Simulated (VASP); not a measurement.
# Si27SbC26 (a cell with a defect) in VASP: notebook

The runs below take Si27SbC26 (a cell with a defect) through relaxation of the atoms, single point, with PBE.

Program: VASP 6.6.1. These are calculated values, not measurements. Logs are shortened: lines on timing, memory, paths and dates and some standing lists are left out, and cuts for length are marked.

### 1 The cell of the first run

The cell holds a defect, 54 atoms: a = 9.236 Å, b = 9.236 Å, c = 9.236 Å, α = 60.00°, β = 60.00°, γ = 60.00°.

### 2 Relaxation of the atoms, PBE

Input file INCAR:

```
SYSTEM = Si27SbC26
PREC = Accurate
ENCUT = 520
EDIFF = 1E-7
ISMEAR = -1
SIGMA = 0.01
LREAL = Auto
LASPH = .TRUE.
NELM = 100
ALGO = Normal
ISIF = 2
LWAVE = .FALSE.
LCHARG = .FALSE.
GGA = PE
IBRION = 2
NSW = 60
EDIFFG = -0.03
NELECT = 216.0
LUSENCCL = .FALSE.
```

Input file KPOINTS:

```
Automatic mesh
0
G
  3 3 3
  0 0 0
```

Input file POSCAR:

```
Si27SbC26
1.0
    0.0000000000      6.5309898714      6.5309898714
    6.5309898714      0.0000000000      6.5309898714
    6.5309898714      6.5309898714      0.0000000000
Si Sb C
27 1 26
Direct
    0.2500000000      0.2500000000      0.2500000000
    0.2500000000      0.2500000000      0.5833333333
    0.2500000000      0.2500000000      0.9166666667
    0.2500000000      0.5833333333      0.2500000000
    0.2500000000      0.5833333333      0.5833333333
    0.2500000000      0.5833333333      0.9166666667
    0.2500000000      0.9166666667      0.2500000000
    0.2500000000      0.9166666667      0.5833333333
    0.2500000000      0.9166666667      0.9166666667
    0.5833333333      0.2500000000      0.2500000000
    0.5833333333      0.2500000000      0.5833333333
    0.5833333333      0.2500000000      0.9166666667
    0.5833333333      0.5833333333      0.2500000000
    0.5833333333      0.5833333333      0.5833333333
    0.5833333333      0.5833333333      0.9166666667
    0.5833333333      0.9166666667      0.2500000000
    0.5833333333      0.9166666667      0.5833333333
    0.5833333333      0.9166666667      0.9166666667
    0.9166666667      0.2500000000      0.2500000000
    0.9166666667      0.2500000000      0.5833333333
    0.9166666667      0.2500000000      0.9166666667
    0.9166666667      0.5833333333      0.2500000000
    0.9166666667      0.5833333333      0.5833333333
    0.9166666667      0.5833333333      0.9166666667
    0.9166666667      0.9166666667      0.2500000000
    0.9166666667      0.9166666667      0.5833333333
    0.9166666667      0.9166666667      0.9166666667
    0.0000000000      0.0000000000      0.0000000000
    0.0000000000      0.0000000000      0.3333333333
    0.0000000000      0.0000000000      0.6666666667
    0.0000000000      0.3333333333      0.0000000000
    0.0000000000      0.3333333333      0.3333333333
    0.0000000000      0.3333333333      0.6666666667
    0.0000000000      0.6666666667      0.0000000000
    0.0000000000      0.6666666667      0.3333333333
    0.0000000000      0.6666666667      0.6666666667
    0.3333333333      0.0000000000      0.0000000000
    0.3333333333      0.0000000000      0.3333333333
    0.3333333333      0.0000000000      0.6666666667
    0.3333333333      0.3333333333      0.0000000000
    0.3333333333      0.3333333333      0.3333333333
    0.3333333333      0.3333333333      0.6666666667
    0.3333333333      0.6666666667      0.0000000000
    0.3333333333      0.6666666667      0.3333333333
    0.3333333333      0.6666666667      0.6666666667
    0.6666666667      0.0000000000      0.0000000000
    0.6666666667      0.0000000000      0.3333333333
    0.6666666667      0.0000000000      0.6666666667
    0.6666666667      0.3333333333      0.0000000000
    0.6666666667      0.3333333333      0.3333333333
    0.6666666667      0.3333333333      0.6666666667
    0.6666666667      0.6666666667      0.0000000000
    0.6666666667      0.6666666667      0.3333333333
    0.6666666667      0.6666666667      0.6666666667
```

Potentials or basis: VASP PAW PBE potentials, release 64 (Si, Sb, C).

Launch:

```
$ cat potpaw_PBE.64/Si/POTCAR potpaw_PBE.64/Sb/POTCAR potpaw_PBE.64/C/POTCAR > POTCAR
$ mpirun -np 1 vasp_std > vasp.out
```

OUTCAR:

```text
SYSTEM = Si27SbC26
   PREC = Accurate
   ENCUT = 520
   EDIFF = 1E-7
   ISMEAR = -1
   LREAL = Auto
   LASPH = .TRUE.
   NELM = 100
   ISIF = 2
   GGA = PE
   IBRION = 2
   NSW = 60
   EDIFFG = -0.03
   NELECT = 216.0

 ion  position               nearest neighbor table
   1  0.250  0.250  0.250-  41 1.89  38 1.89  40 1.89  32 1.89   7 3.08   8 3.08  10 3.08  12 3.08
                            16 3.08  19 3.08  20 3.08  22 3.08   2 3.08   3 3.08   4 3.08   6 3.08
   2  0.250  0.250  0.583-  42 1.89  39 1.89  41 1.89  33 1.89  10 3.08  11 3.08  17 3.08  20 3.08
                            23 3.08   1 3.08   4 3.08   5 3.08   8 3.08  21 3.08   9 3.08   3 3.08
   3  0.250  0.250  0.917-  40 1.89  37 1.89  31 1.89  42 1.89  12 3.08  18 3.08  19 3.08  21 3.08
                            24 3.08   1 3.08   6 3.08   7 3.08   9 3.08  11 3.08   5 3.08   2 3.08
   4  0.250  0.583  0.250-  44 1.89  41 1.89  43 1.89  35 1.89  10 3.08  13 3.08  15 3.08  22 3.08
                            23 3.08   1 3.08   2 3.08   5 3.08   6 3.08   9 3.08  25 3.08   7 3.08
   5  0.250  0.583  0.583-  36 1.89  42 1.89  44 1.89  45 1.89  14 3.08  23 3.08   2 3.08   4 3.08
                            11 3.08  13 3.08   3 3.08   7 3.08  24 3.08  26 3.08   6 3.08   8 3.08
   6  0.250  0.583  0.917-  43 1.89  40 1.89  34 1.89  45 1.89  15 3.08  22 3.08  24 3.08   1 3.08
                             3 3.08   4 3.08  12 3.08  14 3.08  27 3.08   8 3.08   9 3.08   5 3.08
   7  0.250  0.917  0.250-  38 1.89  37 1.89  29 1.89  44 1.89  16 3.08  18 3.08  19 3.08  25 3.08
                            26 3.08   1 3.08   3 3.08   8 3.08   9 3.08  13 3.08   5 3.08   4 3.08
   8  0.250  0.917  0.583-  39 1.89  38 1.89  30 1.89  45 1.89  17 3.08  20 3.08  26 3.08   1 3.08
                             2 3.08   7 3.08  16 3.08  14 3.08  27 3.08   5 3.08   9 3.08   6 3.08
   9  0.250  0.917  0.917-  37 1.89  28 1.89  39 1.89  43 1.89  25 3.08  27 3.08   3 3.08   7 3.08
[... 62 lines left out ...]
  53  0.667  0.667  0.333-  14 1.89  16 1.89  22 1.89  13 1.89
  54  0.667  0.667  0.667-  15 1.89  17 1.89  23 1.89  14 1.89

  LATTYP: Found a face centered cubic cell.
 ALAT       =    13.0619797428

  Lattice vectors:

 A1 = (   0.0000000000,   6.5309898714,   6.5309898714)
 A2 = (   6.5309898714,   0.0000000000,   6.5309898714)
 A3 = (   6.5309898714,   6.5309898714,   0.0000000000)

Analysis of symmetry for initial positions (statically):
=====================================================================
 Subroutine PRICEL returns:
 Original cell was already a primitive cell.

 Routine SETGRP: Setting up the symmetry group for a
 face centered cubic supercell.

 Subroutine GETGRP returns: Found 24 space group operations
 (whereof 24 operations were pure point group operations)
 out of a pool of 48 trial point group operations.

The static configuration has the point symmetry T_d .

Analysis of symmetry for dynamics (positions and initial velocities):
=====================================================================
 Subroutine PRICEL returns:
 Original cell was already a primitive cell.

 Routine SETGRP: Setting up the symmetry group for a
 face centered cubic supercell.

 Subroutine GETGRP returns: Found 24 space group operations
 (whereof 24 operations were pure point group operations)
 out of a pool of 48 trial point group operations.

The dynamic configuration has the point symmetry T_d .

 Subroutine INISYM returns: Found 24 space group operations
 (whereof 24 operations are pure point group operations),
 and found     1 'primitive' translations

----------------------------------------------------------------------------------------

                                     Primitive cell

  volume of cell :     557.1434

  direct lattice vectors                    reciprocal lattice vectors
     0.000000000  6.530989871  6.530989871    -0.076558073  0.076558073  0.076558073
     6.530989871  0.000000000  6.530989871     0.076558073 -0.076558073  0.076558073
[... 41 lines left out ...]
   IMIX   =      4    mixing-type and parameters
     AMIX     =   0.40;   BMIX     =  1.00
     AMIX_MAG =   1.60;   BMIX_MAG =  1.00
  volume/ion in A,a.u.               =      10.32        69.63
  Fermi-wavevector in a.u.,A,eV,Ry     =   1.193723  2.255810 19.387972  1.424976
  Thomas-Fermi vector in A             =   2.329731
   LORBIT       =      0    0 simple, 1 ext, 2 COOP (PROOUT), +10 PAW based schemes
   GGA     = PE    functional components
   LHFCALC =     F    Hartree Fock is set to
   AEXX    =    0.0000 exact exchange contribution
   IVDW    =     0    specifies the selected vdW correction
   LEPSILON=     F    determine dielectric tensor
   LRPA    =     F    only Hartree local field effects (RPA)
 conjugate gradient relaxation of ions
 non-spin polarized calculation
  energy-cutoff  :      520.00
  volume of cell :      557.14
 maximum number of plane-waves:     15065
 NGX is ok and might be reduce to    70
   NGX = 35   NGY = 35   NGZ = 35

--------------------------------------- Ionic step        1  -------------------------------------------

 number of electron     216.0000000 magnetization

 Free energy of the ion-electron system (eV)
  ---------------------------------------------------
  ext. energy  EPLUGINS =         0.00000000
  ---------------------------------------------------
  free energy    TOTEN  =      -388.40182371 eV

  energy without entropy =     -388.40182371  energy(sigma->0) =     -388.40182371

------------------------ aborting loop because EDIFF is reached ----------------------------------------

  FORCE on cell =-STRESS in cart. coord.  units (eV):
  Direction    XX          YY          ZZ          XY          YZ          ZX
  --------------------------------------------------------------------------------------
  -------------------------------------------------------------------------------------
  Total       59.2578620     59.2578620     59.2578620      0.0000000     -0.0000000      0.0000000
  in kB      170.4078254    170.4078254    170.4078254      0.0000000     -0.0000000      0.0000000
  external PRESSURE =     170.4078254 kB  Pullay stress =       0.0000000 kB
[... 245 lines left out ...]
  FREE ENERGIE OF THE ION-ELECTRON SYSTEM (eV)
  ---------------------------------------------------
  free  energy   TOTEN  =      -402.0602081942 eV

  energy  without entropy=     -402.0563905781  energy(sigma->0) =     -402.05829939

[... ionic steps 4 to 9 ...]

--------------------------------------- Ionic step       10  -------------------------------------------

 number of electron     216.0000002 magnetization

------------------------ aborting loop because EDIFF is reached ----------------------------------------
[... 171 lines left out ...]
--------------------------------------- Ionic step       12  -------------------------------------------

 number of electron     216.0000002 magnetization

 Free energy of the ion-electron system (eV)
  ---------------------------------------------------
  ext. energy  EPLUGINS =         0.00000000
  ---------------------------------------------------
  free energy    TOTEN  =      -403.22145614 eV

  energy without entropy =     -403.22145614  energy(sigma->0) =     -403.22145614

 E-fermi :   9.4711     XC(G=0): -11.4438

 val. band max:        9.2369228506   @ k =   0.0000   0.0000   0.0000
 cond. band min:       9.8753323924   @ k =   0.3333   0.3333   0.0000
 fundamental gap:      0.6384095418
 Fermi energy:         9.4711216868

 k-point     1 :       0.0000    0.0000    0.0000
  band No.  band energies     occupation
      1      -7.0433      2.00000
      2      -5.1369      2.00000
      3      -5.1369      2.00000
      4      -5.1369      2.00000
      5      -4.9480      2.00000
      6      -4.8866      2.00000
[... 481 lines left out ...]
    119      13.3641      0.00000
    120      13.4804      0.00000
 [bands above 120 left out]

------------------------ aborting loop because EDIFF is reached ----------------------------------------

  FORCE on cell =-STRESS in cart. coord.  units (eV):
  Direction    XX          YY          ZZ          XY          YZ          ZX
  --------------------------------------------------------------------------------------
  -------------------------------------------------------------------------------------
  Total       33.7012460     33.7012460     33.7012460     -0.0000000      0.0000000     -0.0000000
  in kB       96.9146684     96.9146684     96.9146684     -0.0000000      0.0000000     -0.0000000
  external PRESSURE =      96.9146684 kB  Pullay stress =       0.0000000 kB
[... 69 lines left out ...]
  FREE ENERGIE OF THE ION-ELECTRON SYSTEM (eV)
  ---------------------------------------------------
  free  energy   TOTEN  =      -403.2214561354 eV

  energy  without entropy=     -403.2214561353  energy(sigma->0) =     -403.22145614

 reached required accuracy - stopping structural energy minimisation
```

Wall time 9.9 min (1 × NVIDIA H100 80GB with 1 thread of AMD EPYC 7R13 (Zen 3), shared host); peak memory 1.7 GiB.

Results:

| Property | Result |
| --- | --- |
| Free energy | -403.2215 eV |
| Energy gained by relaxing | 274.4 meV/atom |
| Ionic steps | 12 |
| Largest force after relaxing | 0.023 eV/Å |

Forces in eV/Å, atoms in the order of the input:
```
Si   0.000  0.000  0.000
Si  -0.007 -0.007 -0.003
Si   0.007  0.007 -0.003
Si  -0.007 -0.003 -0.007
Si   0.003 -0.003 -0.003
Si   0.003  0.007 -0.007
Si   0.007 -0.003  0.007
Si   0.003 -0.007  0.007
Si   0.006 -0.006 -0.006
Si  -0.003 -0.007 -0.007
Si  -0.003  0.003 -0.003
Si   0.007  0.003 -0.007
Si  -0.003 -0.003  0.003
Si   0.003  0.003  0.003
Si   0.000  0.000 -0.002
Si   0.007 -0.007  0.003
Si   0.000 -0.002  0.000
Si   0.002  0.000  0.000
Si  -0.003  0.007  0.007
Si  -0.007  0.003  0.007
Si  -0.006  0.006 -0.006
Si  -0.007  0.007  0.003
Si  -0.002  0.000  0.000
Si   0.000  0.002  0.000
Si  -0.006 -0.006  0.006
Si   0.000  0.000  0.002
Si   0.006  0.006  0.006
Sb   0.000  0.000  0.000
C    0.001  0.001 -0.022
C   -0.001 -0.001 -0.022
C    0.001 -0.022  0.001
C   -0.006  0.006  0.006
C    0.022 -0.001  0.001
C   -0.001 -0.022 -0.001
C    0.022  0.001 -0.001
C    0.000  0.000  0.000
C   -0.022  0.001  0.001
C    0.006 -0.006  0.006
C   -0.001  0.022  0.001
C    0.006  0.006 -0.006
C   -0.006 -0.006 -0.006
C    0.000  0.000  0.021
C   -0.001  0.001  0.022
C    0.000  0.021  0.000
C   -0.021  0.000  0.000
C   -0.022 -0.001 -0.001
C    0.001  0.022 -0.001
C    0.000  0.000  0.000
C    0.001 -0.001  0.022
C    0.021  0.000  0.000
C    0.000 -0.021  0.000
C    0.000  0.000  0.000
C    0.000  0.000 -0.021
C    0.000  0.000  0.000
```

Step by step:
```csv
step,energy change (eV),largest force (eV/Å),pressure (GPa)
1,0.0000,22.4429,17.04
2,-3.9435,6.4706,8.41
3,-13.6584,2.1584,9.48
4,-13.9352,2.0840,9.79
5,-14.0339,1.8750,10.22
6,-14.0456,1.9340,10.10
7,-14.6128,0.9695,9.85
8,-14.7702,0.3675,9.76
9,-14.8161,0.1175,9.69
10,-14.8176,0.0791,9.70
11,-14.8195,0.0334,9.69
12,-14.8196,0.0225,9.69
```

Levels at points of the mesh, in eV from the Fermi level:
```csv
k point,band 106,band 107,band 108,band 109,band 110,band 111
"(0.00, 0.00, 0.00)",-0.23,-0.23,-0.23,1.25,1.25,1.25
```

Caveat: the cell carries a net charge on a neutralising background, which shifts energy and pressure; the cell is charged against a uniform background, so pressure and absolute levels hang on convention; spin-orbit coupling is left out, which moves the levels of the heavy elements.

### 3 Single point, PBE

Input file INCAR:

```
SYSTEM = Si27SbC26
ALGO = Normal
EDIFF = 1E-7
ENCUT = 520
GGA = PE
ISIF = 2
ISMEAR = -1
LASPH = .TRUE.
LCHARG = .TRUE.
LELF = .TRUE.
LREAL = Auto
LVHAR = .TRUE.
LWAVE = .FALSE.
NBANDS = 142
NELECT = 216.0
NELM = 80
PREC = Accurate
SIGMA = 0.01
```

Input file KPOINTS:

```
k-points
0
G
  3 3 3
  0 0 0
```

Input file POSCAR:

```
Si27SbC26
1.0
    0.0000000000      6.5309898714      6.5309898714
    6.5309898714      0.0000000000      6.5309898714
    6.5309898714      6.5309898714      0.0000000000
Si Sb C
27 1 26
Direct
    0.2500000000      0.2500000000      0.2500000000
    0.2510301672      0.2510301672      0.5823340066
    0.2510301672      0.2510301672      0.9156056591
    0.2510301672      0.5823340066      0.2510301672
    0.2501483924      0.5832838692      0.5832838692
    0.2510301672      0.5823340066      0.9156056591
    0.2510301672      0.9156056591      0.2510301672
    0.2510301672      0.9156056591      0.5823340066
    0.3022225030      0.8992591657      0.8992591657
    0.5823340066      0.2510301672      0.2510301672
    0.5832838692      0.2501483924      0.5832838692
    0.5823340066      0.2510301672      0.9156056591
    0.5832838692      0.5832838692      0.2501483924
    0.5832838692      0.5832838692      0.5832838692
    0.5827885210      0.5827885210      0.9172114790
    0.5823340066      0.9156056591      0.2510301672
    0.5827885210      0.9172114790      0.5827885210
    0.5827885210      0.9172114790      0.9172114790
    0.9156056591      0.2510301672      0.2510301672
    0.9156056591      0.2510301672      0.5823340066
    0.8992591657      0.3022225030      0.8992591657
    0.9156056591      0.5823340066      0.2510301672
    0.9172114790      0.5827885210      0.5827885210
    0.9172114790      0.5827885210      0.9172114790
    0.8992591657      0.8992591657      0.3022225030
    0.9172114790      0.9172114790      0.5827885210
    0.8992591657      0.8992591657      0.8992591657
    0.0000000000      0.0000000000      0.0000000000
    0.0009353302      0.0009353302      0.3390887895
    0.0009353302      0.0009353302      0.6590405501
    0.0009353302      0.3390887895      0.0009353302
    0.0004039513      0.3331986829      0.3331986829
    0.0009353302      0.3390887895      0.6590405501
    0.0009353302      0.6590405501      0.0009353302
    0.0009353302      0.6590405501      0.3390887895
   -0.0002093153      0.6667364384      0.6667364384
    0.3390887895      0.0009353302      0.0009353302
    0.3331986829      0.0004039513      0.3331986829
    0.3390887895      0.0009353302      0.6590405501
    0.3331986829      0.3331986829      0.0004039513
    0.3331986829      0.3331986829      0.3331986829
    0.3333989741      0.3333989741      0.6666010259
    0.3390887895      0.6590405501      0.0009353302
    0.3333989741      0.6666010259      0.3333989741
    0.3333989741      0.6666010259      0.6666010259
    0.6590405501      0.0009353302      0.0009353302
    0.6590405501      0.0009353302      0.3390887895
    0.6667364384     -0.0002093153      0.6667364384
    0.6590405501      0.3390887895      0.0009353302
    0.6666010259      0.3333989741      0.3333989741
    0.6666010259      0.3333989741      0.6666010259
    0.6667364384      0.6667364384     -0.0002093153
    0.6666010259      0.6666010259      0.3333989741
    0.6667364384      0.6667364384      0.6667364384
```

Potentials or basis: VASP PAW PBE potentials, release 64 (Si, Sb, C).

Launch:

```
$ cat potpaw_PBE.64/Si/POTCAR potpaw_PBE.64/Sb/POTCAR potpaw_PBE.64/C/POTCAR > POTCAR
$ mpirun -np 1 vasp_std > vasp.out
```

Wall time 12 min (1 thread of Intel Xeon Platinum 8259CL at 2.50GHz (Skylake/Cascade Lake), shared host); peak memory 0.79 GiB.

It converged, with:

```
Free energy   : -403.2208 eV
Largest force : 0.111 eV/Å
```

Forces in eV/Å, atoms in the order of the input:
```
Si   0.000  0.000  0.000
Si  -0.002 -0.002 -0.002
Si   0.002  0.002 -0.002
Si  -0.002 -0.002 -0.002
Si  -0.002  0.002  0.002
Si   0.002  0.002 -0.002
Si   0.002 -0.002  0.002
Si   0.002 -0.002  0.002
Si  -0.064  0.064  0.064
Si  -0.002 -0.002 -0.002
Si   0.002 -0.002  0.002
Si   0.002  0.002 -0.002
Si   0.002  0.002 -0.002
Si  -0.002 -0.002 -0.002
Si   0.000  0.000 -0.009
Si   0.002 -0.002  0.002
Si   0.000 -0.009  0.000
Si   0.009  0.000  0.000
Si  -0.002  0.002  0.002
Si  -0.002  0.002  0.002
Si   0.064 -0.064  0.064
Si  -0.002  0.002  0.002
Si  -0.009  0.000  0.000
Si   0.000  0.009  0.000
Si   0.064  0.064 -0.064
Si   0.000  0.000  0.009
Si  -0.064 -0.064 -0.064
Sb   0.000  0.000  0.000
C    0.002  0.002 -0.013
C   -0.002 -0.002 -0.013
C    0.002 -0.013  0.002
C    0.003 -0.003 -0.003
C    0.013 -0.002  0.002
C   -0.002 -0.013 -0.002
C    0.013  0.002 -0.002
C    0.002 -0.002 -0.002
C   -0.013  0.002  0.002
C   -0.003  0.003 -0.003
C   -0.002  0.013  0.002
C   -0.003 -0.003  0.003
C    0.003  0.003  0.003
C    0.000  0.000  0.000
C   -0.002  0.002  0.013
C    0.000  0.000  0.000
C    0.000  0.000  0.000
C   -0.013 -0.002 -0.002
C    0.002  0.013 -0.002
C   -0.002  0.002 -0.002
C    0.002 -0.002  0.013
C    0.000  0.000  0.000
C    0.000  0.000  0.000
C   -0.002 -0.002  0.002
C    0.000  0.000  0.000
C    0.002  0.002  0.002
```

Levels at points of the mesh, in eV from the Fermi level:
```csv
k point,band 105,band 106,band 107,band 108,band 109,band 110,band 111,band 112
"(0.00, 0.00, 0.00)",-1.29,-0.30,-0.30,-0.30,1.21,1.21,1.21,1.31
```

Caveat: the cell carries a net charge on a neutralising background, which shifts energy and pressure; the cell is charged against a uniform background, so pressure and absolute levels hang on convention; spin-orbit coupling is left out, which moves the levels of the heavy elements.
